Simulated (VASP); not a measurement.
# C (P6/mmm) in VASP: notebook

The runs below take C through single point, relaxation of cell and atoms, with LDA.

All numbers are computed with VASP 6.6.1; they aren't measurements. Logs are shortened: lines on timing, memory, paths and dates and some standing lists are left out, and cuts for length are marked.

### Step 1. The cell of the first run

It takes space group P6/mmm (No. 191, hexagonal). The conventional cell has a = 5.695 Å, b = 5.695 Å, c = 1.277 Å, α = 90.00°, β = 90.00°, γ = 120.00°. Within 1.7 Å of C (site symmetry 6/mmm) lie 2 C at 1.28 Å. C (site symmetry -6m2) has 2 C at 1.28 Å within 1.7 Å.

### Step 2. Single point, LDA

INCAR

```
PREC     = Accurate       # precision mode
ENCUT    = 520            # plane-wave cutoff, eV
EDIFF    = 1E-7           # SCF threshold, eV
ISMEAR   = -1             # smearing method
SIGMA    = 0.1            # smearing width, eV
LREAL    = F              # projectors in reciprocal space
LASPH    = T              # aspherical terms in the spheres
NELM     = 60             # most SCF steps
ALGO     = Normal         # electronic algorithm
ISIF     = 2              # what is computed and relaxed
LWAVE    = F              # write WAVECAR
LCHARG   = T              # write CHGCAR
LELF     = T              # ELF
LVHAR    = T            
NBANDS   = 13             # bands
```

KPOINTS

```
regular mesh
0
Gamma
  11 11 15
```

POSCAR

```
C
1.0
    5.6951820627      0.0000000000      0.0000000000
   -2.8475910314      4.9321723455      0.0000000000
    0.0000000000      0.0000000000      1.2766874983
C
3
Direct
    0.0000000000      1.0000000000      0.0000000000
    0.3333333333      0.6666666667      0.5000000000
    0.6666666667      0.3333333333      0.5000000000
```

Potentials or basis: VASP PAW LDA potentials, release 64 (C).

Run with:

```bash
$ cat potpaw_LDA.64/C/POTCAR > POTCAR
$ mpirun -np 1 vasp_std > vasp.out
```

OUTCAR:

```text
PREC = Accurate
   ENCUT = 520
   EDIFF = 1E-7
   ISMEAR = -1
   LREAL = F
   LASPH = T
   NELM = 60
   ISIF = 2

 ion  position               nearest neighbor table
   1  0.000  0.000  0.000-
   2  0.333  0.667  0.500-
   3  0.667  0.333  0.500-

  LATTYP: Found a hexagonal cell.
 ALAT       =     5.6951820627
 C/A-ratio  =     0.2241697428

  Lattice vectors:

 A1 = (   5.6951820627,   0.0000000000,   0.0000000000)
 A2 = (  -2.8475910314,   4.9321723455,   0.0000000000)
 A3 = (   0.0000000000,   0.0000000000,   1.2766874983)

Analysis of symmetry for initial positions (statically):
=====================================================================
 Subroutine PRICEL returns:
 Original cell was already a primitive cell.

 Routine SETGRP: Setting up the symmetry group for a
 hexagonal supercell.

 Subroutine GETGRP returns: Found 24 space group operations
 (whereof 24 operations were pure point group operations)
 out of a pool of 24 trial point group operations.

The static configuration has the point symmetry D_6h.

Analysis of symmetry for dynamics (positions and initial velocities):
=====================================================================
 Subroutine PRICEL returns:
 Original cell was already a primitive cell.

 Routine SETGRP: Setting up the symmetry group for a
 hexagonal supercell.

 Subroutine GETGRP returns: Found 24 space group operations
 (whereof 24 operations were pure point group operations)
 out of a pool of 24 trial point group operations.

The dynamic configuration has the point symmetry D_6h.

 Subroutine INISYM returns: Found 24 space group operations
 (whereof 24 operations are pure point group operations),
 and found     1 'primitive' translations

----------------------------------------------------------------------------------------

                                     Primitive cell

  volume of cell :      35.8617

  direct lattice vectors                    reciprocal lattice vectors
     5.695182063  0.000000000  0.000000000     0.175587012  0.101375209  0.000000000
    -2.847591031  4.932172345  0.000000000     0.000000000  0.202750417  0.000000000
     0.000000000  0.000000000  1.276687498     0.000000000  0.000000000  0.783277036

  length of vectors
     5.695182063  5.695182063  1.276687498     0.202750417  0.202750417  0.783277036

  position of ions in fractional coordinates (direct lattice)
     0.000000000  0.000000000  0.000000000
     0.333333333  0.666666667  0.500000000
     0.666666667  0.333333333  0.500000000

  ion indices of the primitive-cell ions
   primitive index   ion index
                 1           1
                 2           2
                 3           3

----------------------------------------------------------------------------------------

 KPOINTS: regular mesh

Automatic generation of k-mesh.
 Grid dimensions read from file:
 generate k-points for:   11   11   15

 Generating k-lattice:

  Cartesian coordinates                     Fractional coordinates (reciprocal lattice)
     0.015962456  0.009215928  0.000000000     0.090909091  0.000000000  0.000000000
     0.000000000  0.018431856  0.000000000     0.000000000  0.090909091  0.000000000
     0.000000000  0.000000000  0.052218469     0.000000000  0.000000000  0.066666667

  Length of vectors
     0.018431856  0.018431856  0.052218469

  Shift w.r.t. Gamma in fractional coordinates (k-lattice)
     0.000000000  0.000000000  0.000000000

 Subroutine IBZKPT returns following result:
 ===========================================

 Found    128 irreducible k-points:

 Following reciprocal coordinates:
            Coordinates               Weight
  0.000000  0.000000  0.000000      1.000000
  0.090909  0.000000  0.000000      6.000000
  0.181818  0.000000  0.000000      6.000000
  0.272727  0.000000  0.000000      6.000000
  0.363636  0.000000  0.000000      6.000000
  0.454545  0.000000  0.000000      6.000000
[... 16 lines left out ...]
  0.090909  0.090909  0.066667     12.000000
  0.181818  0.090909  0.066667     24.000000
 [... further k-points ...]
   k-points           NKPTS =    128   k-points in BZ     NKDIM =    128   number of bands    NBANDS=     13
   number of dos      NEDOS =    301   number of ions     NIONS =      3
   total plane-waves  NPLWV =  17640
   dimension x,y,z NGX =    42 NGY =   42 NGZ =   10
   dimension x,y,z NGXF=    84 NGYF=   84 NGZF=   20
   ions per type =               3
   NGX,Y,Z   is equivalent  to a cutoff of  12.26, 12.26, 13.02 a.u.
   NGXF,Y,Z  is equivalent  to a cutoff of  24.52, 24.52, 26.04 a.u.
 SYSTEM =  unknown system
   PREC   = accura    normal or accurate (medium, high low for compatibility)
   ISTART =      0    job   : 0-new  1-cont  2-samecut
   ICHARG =      2    charge: 1-file 2-atom 10-const
   ISPIN  =      1    spin polarized calculation?
   LNONCOLLINEAR =      F non collinear calculations
   LSORBIT =      F    spin-orbit coupling
   LASPH  =      T    aspherical Exc in radial PAW
   ENCUT  =  520.0 eV  38.22 Ry    6.18 a.u.  10.59 10.59  2.37*2*pi/ulx,y,z
   NELM   =     60;   NELMIN=  2; NELMDL= -5     # of ELM steps
   EDIFF  = 0.1E-06   stopping-criterion for ELM
   LREAL  =      F    real-space projection
   EDIFFG = 0.1E-05   stopping-criterion for IOM
   NSW    =      0    number of steps for IOM
   IBRION =     -1    ionic relax: 0-MD 1-quasi-New 2-CG
   NFREE  =      0    steps in history (QN), initial steepest desc. (CG)
   ISIF   =      2    stress and relaxation
   ISYM   =      2    0-nonsym 1-usesym 2-fastsym
   POTIM  = 0.5000    time-step for ionic-motion
   TEBEG  =    0.0;   TEEND  =   0.0 temperature during run
   PSTRESS=    0.0 pullay stress
   NELECT =      12.0000    total number of electrons
   NUPDOWN=      -1.0000    fix difference up-down
   EMIN   =  10.00;   EMAX   =-10.00  energy-range for DOS
   EFERMI =   0.00;   METHOD = LEGACY
   ISMEAR =    -1;   SIGMA  =   0.10  broadening in eV -4-tet -1-fermi 0-gaus
   EFERMI_NEDOS =   21; number of points for ismear=-14 and -15
   IALGO  =     38    algorithm
   IMIX   =      4    mixing-type and parameters
     AMIX     =   0.40;   BMIX     =  1.00
     AMIX_MAG =   1.60;   BMIX_MAG =  1.00
  volume/ion in A,a.u.               =      11.95        80.67
  Fermi-wavevector in a.u.,A,eV,Ry     =   1.136558  2.147784 17.575530  1.291765
  Thomas-Fermi vector in A             =   2.273263
   LORBIT       =      0    0 simple, 1 ext, 2 COOP (PROOUT), +10 PAW based schemes
   GGA     = CA    functional components
   LHFCALC =     F    Hartree Fock is set to
   AEXX    =    0.0000 exact exchange contribution
   IVDW    =     0    specifies the selected vdW correction
   LEPSILON=     F    determine dielectric tensor
   LRPA    =     F    only Hartree local field effects (RPA)
 non-spin polarized calculation
  energy-cutoff  :      520.00
  volume of cell :       35.86
 maximum number of plane-waves:      1001
   NGX = 21   NGY = 21   NGZ =  5

 number of electron      12.0000000 magnetization

 Free energy of the ion-electron system (eV)
  ---------------------------------------------------
  ext. energy  EPLUGINS =         0.00000000
  ---------------------------------------------------
  free energy    TOTEN  =       -26.93335253 eV

  energy without entropy =      -26.91092828  energy(sigma->0) =      -26.92214040

 E-fermi :   1.3347     XC(G=0):  -9.5310

 val. band max:        1.3280756904   @ k =   0.0909   0.0000   0.2667
 cond. band min:       1.3573906349   @ k =   0.3636   0.0000   0.2667
 fundamental gap:      0.0293149445
 Fermi energy:         1.3346878731

 k-point     1 :       0.0000    0.0000    0.0000
  band No.  band energies     occupation
      1     -15.1732      2.00000
      2     -14.3747      2.00000
      3     -14.3743      2.00000
      4      -4.6139      2.00000
      5      -4.6139      2.00000
      6      -4.6137      2.00000
      7      -4.6137      2.00000
      8      -2.7536      2.00000
      9      -2.7536      2.00000
     10       6.7271      0.00000
     11      11.4716      0.00000
     12      11.4717      0.00000
     13      11.4717      0.00000

 k-point     2 :       0.0909    0.0000    0.0000
  band No.  band energies     occupation
      1     -15.1564      2.00000
      2     -14.3865      2.00000
      3     -14.3839      2.00000
      4      -4.8372      2.00000
      5      -4.8056      2.00000
      6      -4.3665      2.00000
      7      -4.3414      2.00000
      8      -2.8375      2.00000
      9      -2.7695      2.00000
     10       6.8449      0.00000
     11      10.9707      0.00000
     12      11.1673      0.00000
     13      11.6090      0.00000

 k-point     3 :       0.1818    0.0000    0.0000
  band No.  band energies     occupation
      1     -15.1075      2.00000
      2     -14.4257      2.00000
      3     -14.4062      2.00000
      4      -5.0272      2.00000
      5      -4.8931      2.00000
      6      -4.1066      2.00000
      7      -4.0245      2.00000
      8      -3.0701      2.00000
      9      -2.8179      2.00000
     10       7.1777      0.00000
     11      10.2782      0.00000
     12      10.9512      0.00000
     13      11.3744      0.00000

 k-point     4 :       0.2727    0.0000    0.0000
  band No.  band energies     occupation
      1     -15.0301      2.00000
      2     -14.4937      2.00000
      3     -14.4324      2.00000
      4      -5.1762      2.00000
      5      -4.8653      2.00000
      6      -3.8463      2.00000
      7      -3.7104      2.00000
      8      -3.4038      2.00000
      9      -2.9009      2.00000
     10       7.6753      0.00000
     11       9.5889      0.00000
     12      10.8509      0.00000
     13      10.8936      0.00000

 k-point     5 :       0.3636    0.0000    0.0000
  band No.  band energies     occupation
      1     -14.9302      2.00000
      2     -14.5872      2.00000
      3     -14.4546      2.00000
      4      -5.2785      2.00000
      5      -4.7231      2.00000
      6      -3.7823      2.00000
      7      -3.5978      2.00000
      8      -3.4542      2.00000
      9      -3.0207      2.00000
     10       8.2799      0.00000
     11       9.0476      0.00000
     12      10.2854      0.00000
     13      10.8890      0.00000
[... 257 lines left out ...]
 k-point    22 :       0.4545    0.0000    0.0667
  band No.  band energies     occupation
      1     -14.5838      2.00000
      2     -14.4692      2.00000
      3     -14.2457      2.00000
      4      -4.9396      2.00000
      5      -4.0952      2.00000
      6      -3.7729      2.00000
      7      -2.9889      2.00000
      8      -2.9260      2.00000
      9      -2.7958      2.00000
     10       9.1157      0.00000
     11       9.2279      0.00000
     12       9.9201      0.00000
     13      11.4867      0.00000

 k-point    23 :       0.0909    0.0909    0.0667
  band No.  band energies     occupation
      1     -14.8832      2.00000
      2     -14.1863      2.00000
      3     -14.1860      2.00000
      4      -4.5431      2.00000
      5      -4.5431      2.00000
      6      -3.7551      2.00000
      7      -3.7551      2.00000
      8      -2.6178      2.00000
      9      -2.4187      2.00000
     10       7.3303      0.00000
     11      11.0450      0.00000
     12      11.0451      0.00000
     13      12.2406      0.00000

 k-point    24 :       0.1818    0.0909    0.0667
  band No.  band energies     occupation
      1     -14.8216      2.00000
      2     -14.2351      2.00000
      3     -14.2126      2.00000
      4      -4.6883      2.00000
      5      -4.5609      2.00000
      6      -3.5185      2.00000
      7      -3.4552      2.00000
      8      -2.9052      2.00000
      9      -2.4781      2.00000
     10       7.7454      0.00000
     11      10.3246      0.00000
     12      10.7620      0.00000
     13      12.0053      0.00000

 [... further k-points ...]
[... 5 lines left out ...]
  --------------------------------------------------------------------------------------
  -------------------------------------------------------------------------------------
  Total       -0.0153029     -0.0153029     -0.0228232      0.0000000      0.0000000     -0.0000000
  in kB       -0.6836813     -0.6836813     -1.0196630      0.0000000      0.0000000     -0.0000000
  external PRESSURE =      -0.7956752 kB  Pullay stress =       0.0000000 kB

 VOLUME and BASIS-vectors are now :
 -----------------------------------------------------------------------------
  energy-cutoff  :      520.00
  volume of cell :       35.86
      direct lattice vectors                 reciprocal lattice vectors
     5.695182063  0.000000000  0.000000000     0.175587012  0.101375209  0.000000000
    -2.847591031  4.932172345  0.000000000     0.000000000  0.202750417  0.000000000
     0.000000000  0.000000000  1.276687498     0.000000000  0.000000000  0.783277036

 POSITION                                       TOTAL-FORCE (eV/Angst)
 -----------------------------------------------------------------------------------
      0.00000      0.00000      0.00000        -0.000000      0.000000      0.000000
     -0.00000      3.28811      0.63834         0.000000     -0.000000      0.000000
      2.84759      1.64406      0.63834        -0.000000      0.000000      0.000000
 -----------------------------------------------------------------------------------
    total drift:                               -0.000000      0.000000      0.000000

  FREE ENERGIE OF THE ION-ELECTRON SYSTEM (eV)
  ---------------------------------------------------
  free  energy   TOTEN  =       -26.9333525322 eV

  energy  without entropy=      -26.9109282759  energy(sigma->0) =      -26.92214040
```

It took 29 s on 1 thread of Intel Xeon Platinum 8488C (Sapphire Rapids), shared host; peak memory 0.16 GiB.

Results:

| Item | Value |
| --- | --- |
| Free energy | -26.9334 eV |
| Pressure | -0.1 GPa |
| Band gap on the k mesh | zero (band 6 reaches 11.00 eV, above the bottom of band 7 at -4.61 eV) |

### Step 3. Single point, LDA

INCAR

```
SYSTEM = C
PREC = Accurate
ENCUT = 520
EDIFF = 1E-6
ISMEAR = -1
SIGMA = 0.1
LREAL = .FALSE.
LASPH = .TRUE.
NELM = 60
ALGO = Normal
ISIF = 2
LWAVE = .FALSE.
LCHARG = .FALSE.
NBANDS = 13
```

KPOINTS

```
Automatic mesh
0
G
  9 9 32
  0 0 0
```

POSCAR is that of step 2.

Potentials or basis: VASP PAW LDA potentials, release 64 (C).

Run with:

```bash
$ cat potpaw_LDA.64/C/POTCAR > POTCAR
$ mpirun -np 1 vasp_std > vasp.out
```

Wall time 40 s (1 thread of Intel Xeon Platinum 8488C (Sapphire Rapids), shared host); peak memory 0.18 GiB.

It converged, with:

```yaml
Free_energy: -26.9503 eV
Pressure: 0.2 GPa
Band_gap_on_the_k_mesh: zero (band 6 reaches 11.00 eV, above the bottom of band 7 at -4.60 eV)
```

Stress tensor (GPa, compression positive):
```
 1.23  0.00  0.00
 0.00  1.23  0.00
 0.00  0.00 -1.99
```

Levels at points of the mesh, in eV from the Fermi level:
| k point | band 3 | band 4 | band 5 | band 6 | band 7 | band 8 | band 9 | band 10 |
| --- | --- | --- | --- | --- | --- | --- | --- | --- |
| (0.00, 0.00, 0.00) | -15.82 | -6.06 | -6.06 | -6.06 | -6.06 | -4.20 | -4.20 | 5.28 |
| (0.00, 0.00, 0.50) | -9.10 | 8.57 | 8.96 | 9.39 | 10.91 | 10.91 | 11.14 | 11.14 |

### Step 4. Relaxation of cell and atoms, LDA

This run uses another cell than the first one, of 6.62 Å³/atom, 0.553 times its volume.

INCAR

```
ALGO = Normal ; EDIFF = 1E-7
EDIFFG = -0.01 ; ENCUT = 600
GGA = CA ; IBRION = 2
ISIF = 3 ; ISMEAR = -1
LASPH = T ; LCHARG = F
LREAL = F ; LWAVE = F
NELM = 100 ; NSW = 80
PREC = Accurate ; SIGMA = 0.1
```

KPOINTS

```
k-points
0
Gamma
  11 11 15
```

POSCAR

```
C
1.0
    3.3438265309      0.0000000000      0.0000000000
   -1.6719132655      2.8958387216      0.0000000000
    0.0000000000      0.0000000000      2.0497656634
C
3
Direct
    0.0000000000      0.0000000000      0.0000000000
    0.3333333333      0.6666666667      0.5000000000
    0.6666666667      0.3333333333      0.5000000000
```

Run with:

```bash
$ cat potpaw_LDA.64/C/POTCAR > POTCAR
$ mpirun -np 1 vasp_std > vasp.out
```

Wall time 4.3 min (1 thread of Intel Xeon Platinum 8488C (Sapphire Rapids), shared host); peak memory 0.15 GiB.

Results (log left out):

```yaml
Free_energy: -26.1620 eV
Relaxed_volume: 8.75 Å³/atom
Relaxed_cell: a = 4.875 Å, b = 4.875 Å, c = 1.276 Å, α = 90.00°, β = 90.00°, γ = 120.00°
Space_group_after_relaxing_to_0.05_Å: P6/mmm (No. 191)
Energy_gained_by_relaxing: 2865.8 meV/atom
Ionic_steps: 32
Pressure_after_relaxing: 0.0 GPa
Band_gap_on_the_k_mesh: zero (band 6 reaches 13.89 eV, above the bottom of band 7 at -2.77 eV)
```

Stress tensor (GPa, compression positive):
```
 0.09  0.00  0.00
 0.00  0.09  0.00
 0.00  0.00 -0.06
```

Step by step:
| step | energy change (eV) | largest force (eV/Å) | pressure (GPa) | volume (Å³) |
| --- | --- | --- | --- | --- |
| 1 | 0.0000 | 0.0000 | -11.87 | 19.85 |
| 2 | -0.1132 | 0.0000 | 2.79 | 18.47 |
| 3 | -0.1427 | 0.0000 | 17.29 | 17.48 |
| 4 | -0.1800 | 0.0000 | 20.53 | 17.28 |
| 5 | -0.2786 | 0.0000 | 31.26 | 16.67 |
| 6 | -0.4295 | 0.0000 | 61.22 | 15.42 |
| 7 | 0.0773 | 0.0000 | 225.65 | 12.82 |
| 8 | -0.4324 | 0.0000 | 73.50 | 15.06 |
| 9 | -0.4794 | 0.0000 | 75.05 | 15.00 |
| 10 | -0.6764 | 0.0000 | 81.66 | 14.80 |
| 11 | -1.1589 | 0.0000 | 110.34 | 14.34 |
| 12 | -1.3137 | 0.0000 | 311.94 | 13.18 |
| 13 | -1.5482 | 0.0000 | 151.30 | 13.96 |
| 14 | -1.8468 | 0.0000 | 217.00 | 13.59 |
| 15 | -1.8085 | 0.0000 | 237.44 | 13.50 |
| 16 | -1.8647 | 0.0000 | 251.19 | 13.49 |
| 17 | -1.8833 | 0.0000 | 275.23 | 13.48 |
| 18 | -2.0249 | 0.0000 | 270.81 | 13.57 |
| 19 | -2.4273 | 0.0000 | 257.81 | 13.82 |
| 20 | -3.1402 | 0.0000 | 235.32 | 14.34 |
| 21 | -4.2854 | 0.0000 | 199.80 | 15.40 |
| 22 | -5.8667 | 0.0000 | 154.99 | 17.62 |
| 23 | -6.7516 | 0.0000 | 105.70 | 22.40 |
| 24 | -8.4864 | 0.0000 | 20.47 | 25.43 |
| 25 | -8.5833 | 0.0000 | -7.20 | 26.95 |
| 26 | -8.5954 | 0.0000 | -1.14 | 26.58 |
| 27 | -8.5951 | 0.0000 | 0.35 | 26.49 |
| 28 | -8.5959 | 0.0000 | 0.49 | 26.43 |
| 29 | -8.5971 | 0.0000 | 0.91 | 26.26 |
| 30 | -8.5972 | 0.0000 | 1.04 | 26.21 |
| 31 | -8.5975 | 0.0000 | -0.19 | 26.27 |
| 32 | -8.5975 | 0.0000 | 0.04 | 26.26 |

Final structure:
```
CELL_PARAMETERS angstrom
4.87467 0.00000 0.00000
-2.43734 4.22159 0.00000
0.00000 0.00000 1.27604
ATOMIC_POSITIONS crystal
C 0.00000 0.00000 0.00000
C 0.33333 0.66667 0.50000
C 0.66667 0.33333 0.50000
```

Levels at points of the mesh, in eV from the Fermi level:
| k point | band 4 | band 5 | band 6 | band 7 | band 8 | band 9 | band 10 |
| --- | --- | --- | --- | --- | --- | --- | --- |
| (0.00, 0.00, 0.00) | -6.74 | -6.74 | -6.73 | -6.73 | -2.72 | -2.72 | 8.41 |

Caveat: the volume moved by over 15 % at a fixed basis, so the end points are rough.

### Step 5. Summary

```tsv
task	cell	k mesh	cutoff (eV)	gap on the mesh (eV)	pressure (GPa)
single point	a = 5.695, b = 5.695, c = 1.277 Å, angles 90.0, 90.0, 120.0°, 3 atoms	11 × 11 × 15	520	none	-0.1
single point	a = 5.695, b = 5.695, c = 1.277 Å, angles 90.0, 90.0, 120.0°, 3 atoms	9 × 9 × 32	520	none	0.2
relaxation of cell and atoms	relaxed from a = 3.344, b = 3.344, c = 2.050 Å, angles 90.0, 90.0, 120.0°, 3 atoms	11 × 11 × 15	600	none	0.0
```

Alike in all rows: level LDA; potentials or basis VASP PAW LDA potentials, release 64 (C); no spin polarisation; smearing fermi-dirac 0.1 eV.

Caveats: the volume moved by over 15 % at a fixed basis, so the end points are rough (some runs).

Absolute energies hang on the potentials; compare differences alone.
